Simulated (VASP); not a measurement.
# Ru (P6_3/mmc) in VASP: a series of runs, part 2 of 2

VASP 6.6.1. The steps go on from the part before.

## Step 4: Single point, r2SCAN+rVV10

This run uses another cell than the first one, of 13.03 Å³/atom.

The input, POSCAR:

```
Ru
1.0
    2.6692306523      0.0000000000      0.0000000000
   -1.3346153261      2.3116215535      0.0000000000
    0.0000000000      0.0000000000      4.2240293924
Ru
2
Direct
    0.6666666667      0.3333333333      0.7500000000
    0.3333333333      0.6666666667      0.2500000000
```

The input, INCAR.step1:

```
PREC     = Accurate       # precision mode
ENCUT    = 620            # plane-wave cutoff, eV
ISMEAR   = -1             # smearing method
SIGMA    = 0.05           # smearing width, eV
LREAL    = F              # projectors in reciprocal space
LASPH    = T              # aspherical terms in the spheres
NELM     = 120            # most SCF steps
NBANDS   = 23             # bands
GGA      = PE             # functional
ALGO     = Normal         # electronic algorithm
EDIFF    = 1E-5           # SCF threshold, eV
LWAVE    = T              # write WAVECAR
LCHARG   = F              # write CHGCAR
GGA_COMPAT= F
```

The input, INCAR.step2:

```
PREC     = Accurate       # precision mode
ENCUT    = 620            # plane-wave cutoff, eV
EDIFF    = 1E-6           # SCF threshold, eV
ISMEAR   = -1             # smearing method
SIGMA    = 0.05           # smearing width, eV
LREAL    = F              # projectors in reciprocal space
LASPH    = T              # aspherical terms in the spheres
NELM     = 120            # most SCF steps
ALGO     = Normal         # electronic algorithm
ISIF     = 2              # what is computed and relaxed
LWAVE    = F              # write WAVECAR
LCHARG   = F              # write CHGCAR
METAGGA  = R2SCAN         # meta-GGA
LMIXTAU  = T            
LUSE_VDW = T            
IVDW_NL  = 2            
BPARAM   = 11.95        
CPARAM   = 0.0093       
NBANDS   = 23             # bands
ISTART   = 1            
GGA_COMPAT= F
```

The input, KPOINTS:

```
regular mesh
0
Gamma
  11 11 6
```

Potentials or basis: VASP PAW PBE potentials, release 64 (Ru_sv).

Started as:

```
$ cat potpaw_PBE.64/Ru_sv/POTCAR > POTCAR
$ cp INCAR.step1 INCAR
$ mpirun -np 1 vasp_std > vasp.out
$ cp INCAR.step2 INCAR
$ mpirun -np 1 vasp_std > vasp.out
```

OUTCAR:

```text
PREC = Accurate
   ENCUT = 620
   EDIFF = 1E-6
   ISMEAR = -1
   LREAL = F
   LASPH = T
   NELM = 120
   ISIF = 2
   METAGGA = R2SCAN
   IVDW_NL = 2
   BPARAM = 11.95
   ISTART = 1

 ion  position               nearest neighbor table
   1  0.667  0.333  0.750-   2 2.61   2 2.61   2 2.61   2 2.61   2 2.61   2 2.61
   2  0.333  0.667  0.250-   1 2.61   1 2.61   1 2.61   1 2.61   1 2.61   1 2.61

  LATTYP: Found a hexagonal cell.
 ALAT       =     2.6692306523
 C/A-ratio  =     1.5824894671

  Lattice vectors:

 A1 = (   2.6692306523,   0.0000000000,   0.0000000000)
 A2 = (  -1.3346153261,   2.3116215535,   0.0000000000)
 A3 = (   0.0000000000,   0.0000000000,   4.2240293924)

Analysis of symmetry for initial positions (statically):
=====================================================================
 Subroutine PRICEL returns:
 Original cell was already a primitive cell.

 Routine SETGRP: Setting up the symmetry group for a
 hexagonal supercell.

 Subroutine GETGRP returns: Found 24 space group operations
[... 156 lines left out ...]
 NGX is ok and might be reduce to    24
   NGX = 11   NGY = 11   NGZ = 17

 number of electron      32.0000003 magnetization

 Free energy of the ion-electron system (eV)
  ---------------------------------------------------
  ext. energy  EPLUGINS =         0.00000000
  ---------------------------------------------------
  free energy    TOTEN  =       -50.34632273 eV

  energy without entropy =      -50.33118038  energy(sigma->0) =      -50.33875155

 E-fermi :  15.8200     XC(G=0): -15.8614

 val. band max:       15.7989191851   @ k =   0.2727  -0.0000   0.0000
 cond. band min:      15.8411220310   @ k =   0.3636   0.0909   0.3333
 fundamental gap:      0.0422028460
 Fermi energy:        15.8200170910

 k-point     1 :       0.0000    0.0000    0.0000
  band No.  band energies     occupation
      1     -59.5316      2.00000
      2     -59.2650      2.00000
      3     -29.3574      2.00000
      4     -28.2106      2.00000
      5     -28.2106      2.00000
      6     -28.0038      2.00000
[... 613 lines left out ...]
     22      32.0712      0.00000
     23      33.5471      0.00000

 [... further k-points ...]
[... 5 lines left out ...]
  --------------------------------------------------------------------------------------
  -------------------------------------------------------------------------------------
  Total        1.7213047      1.7213047      1.7202750      0.0000000      0.0000000      0.0000000
  in kB      105.8128898    105.8128898    105.7495918      0.0000000      0.0000000      0.0000000
  external PRESSURE =     105.7917905 kB  Pullay stress =       0.0000000 kB

 VOLUME and BASIS-vectors are now :
 -----------------------------------------------------------------------------
  energy-cutoff  :      620.00
  volume of cell :       26.06
      direct lattice vectors                 reciprocal lattice vectors
     2.669230652  0.000000000  0.000000000     0.374639786  0.216298381  0.000000000
    -1.334615326  2.311621554  0.000000000     0.000000000  0.432596762  0.000000000
     0.000000000  0.000000000  4.224029392     0.000000000  0.000000000  0.236740777

 POSITION                                       TOTAL-FORCE (eV/Angst)
 -----------------------------------------------------------------------------------
      1.33462      0.77054      3.16802         0.000000     -0.000000      0.000000
     -0.00000      1.54108      1.05601        -0.000000      0.000000      0.000000
 -----------------------------------------------------------------------------------
    total drift:                               -0.000000      0.000000     -0.000000

  FREE ENERGIE OF THE ION-ELECTRON SYSTEM (eV)
  ---------------------------------------------------
  free  energy   TOTEN  =       -50.3463227283 eV

  energy  without entropy=      -50.3311803797  energy(sigma->0) =      -50.33875155
```

OUTCAR.step1:

```text
PREC = Accurate
   ENCUT = 620
   ISMEAR = -1
   LREAL = F
   LASPH = T
   NELM = 120
[... 846 lines left out ...]
 -----------------------------------------------------------------------------------
      1.33462      0.77054      3.16802         0.000000     -0.000000      0.000000
     -0.00000      1.54108      1.05601        -0.000000      0.000000      0.000000
 -----------------------------------------------------------------------------------
    total drift:                               -0.000000      0.000000     -0.000000

  FREE ENERGIE OF THE ION-ELECTRON SYSTEM (eV)
  ---------------------------------------------------
  free  energy   TOTEN  =       -18.4723365710 eV

  energy  without entropy=      -18.4565211784  energy(sigma->0) =      -18.46442887
```

Run time: 98 s. Hardware: 1 thread of Intel Xeon Platinum 8559C (Emerald Rapids), shared host; peak memory 0.27 GiB.

What came out:

| Quantity | Value |
| --- | --- |
| Free energy | -50.3463 eV |
| Pressure | 10.6 GPa |
| Band gap on the k mesh | zero (bands 16 and 17 overlap by 3.41 eV) |

Levels at points of the mesh, in eV from the Fermi level:
```tsv
k point	band 13	band 14	band 15	band 16	band 17	band 18	band 19	band 20
(0.00, 0.00, 0.00)	-2.60	-2.05	-2.05	-1.48	-1.48	1.39	1.39	1.45
(0.00, 0.00, 0.50)	-2.99	-2.99	-2.89	-2.89	0.68	0.68	0.68	0.68
```

Caveat: the cell stands under pressure; the PAW data sets were made with another functional, which shifts forces and pressure a little.

## Step 5: Single point, r2SCAN+D4

This run uses another cell than the first one, of 13.42 Å³/atom.

The input, POSCAR:

```
Ru
1.0
    2.6971558515      0.0000000000      0.0000000000
   -1.3485779257      2.3358054853      0.0000000000
    0.0000000000      0.0000000000      4.2612864738
Ru
2
Direct
    0.6666666667      0.3333333333      0.7500000000
    0.3333333333      0.6666666667      0.2500000000
```

The input, INCAR.step1:

```
SYSTEM = Ru
ALGO = Normal
EDIFF = 1E-5
ENCUT = 620
GGA = PE
GGA_COMPAT = .FALSE.
ISMEAR = -1
LASPH = .TRUE.
LCHARG = .FALSE.
LREAL = .FALSE.
LWAVE = .TRUE.
NBANDS = 23
NELM = 120
PREC = Accurate
SIGMA = 0.05
```

The input, INCAR.step2:

```
SYSTEM = Ru
ALGO = Normal
EDIFF = 1E-6
ENCUT = 620
GGA_COMPAT = .FALSE.
ISIF = 2
ISMEAR = -1
ISTART = 1
IVDW = 13
LASPH = .TRUE.
LCHARG = .FALSE.
LMIXTAU = .TRUE.
LREAL = .FALSE.
LWAVE = .FALSE.
METAGGA = R2SCAN
NBANDS = 23
NELM = 120
PREC = Accurate
SIGMA = 0.05
VDW_A1 = 0.51559235
VDW_A2 = 5.77342911
VDW_S6 = 1.0
VDW_S8 = 0.6018749
```

The input, KPOINTS:

```
k-points
0
G
  11 11 6
  0 0 0
```

Started as:

```
$ cat potpaw_PBE.64/Ru_sv/POTCAR > POTCAR
$ cp INCAR.step1 INCAR
$ mpirun -np 1 vasp_std > vasp.out
$ cp INCAR.step2 INCAR
$ mpirun -np 1 vasp_std > vasp.out
```

It took 2 min on 1 thread of Intel Xeon Platinum 8259CL at 2.50GHz (Skylake/Cascade Lake), shared host; peak memory 0.18 GiB.

Results (log left out):

```yaml
Free_energy: -51.2913 eV
Pressure: 0.1 GPa
Band_gap_on_the_k_mesh: zero (bands 16 and 17 overlap by 3.27 eV)
Dispersion_energy_per_atom: -0.177 eV
```

Levels at points of the mesh, in eV from the Fermi level:
```csv
k point,band 14,band 15,band 16,band 17,band 18,band 19
"(0.00, 0.00, 0.00)",-1.96,-1.96,-1.43,-1.43,1.32,1.32
"(0.00, 0.00, 0.50)",-2.86,-2.78,-2.78,0.64,0.64,0.64
```

Caveat: the PAW data sets were made with another functional, which shifts forces and pressure a little.

## Step 6: Overview

```tsv
level	cell	k mesh	smearing	gap on the mesh (eV)	pressure (GPa)
r2SCAN	a = 2.653, b = 2.653, c = 4.202 Å, angles 90.0, 90.0, 120.0°, 2 atoms	11 × 11 × 6	fermi-dirac 0.05 eV	none	20.2
r2SCAN	a = 2.706, b = 2.706, c = 4.282 Å, angles 90.0, 90.0, 120.0°, 2 atoms	9 × 9 × 5	gaussian 0.1 eV	none	-2.2
r2SCAN+rVV10	a = 2.669, b = 2.669, c = 4.224 Å, angles 90.0, 90.0, 120.0°, 2 atoms	11 × 11 × 6	fermi-dirac 0.05 eV	none	10.6
r2SCAN+D4	a = 2.697, b = 2.697, c = 4.261 Å, angles 90.0, 90.0, 120.0°, 2 atoms	11 × 11 × 6	fermi-dirac 0.05 eV	none	0.1
```

Alike in all rows: task single point; potentials or basis VASP PAW PBE potentials, release 64 (Ru_sv); no spin polarisation; cutoff (eV) 620.

Caveats: the PAW data sets were made with another functional, which shifts forces and pressure a little; the cell stands under pressure (at least some runs).

Total energies depend on the potentials used, so only differences within one code and one set of settings carry meaning.

The gap in the log of VASP goes by the Fermi energy; the results here count the filled bands.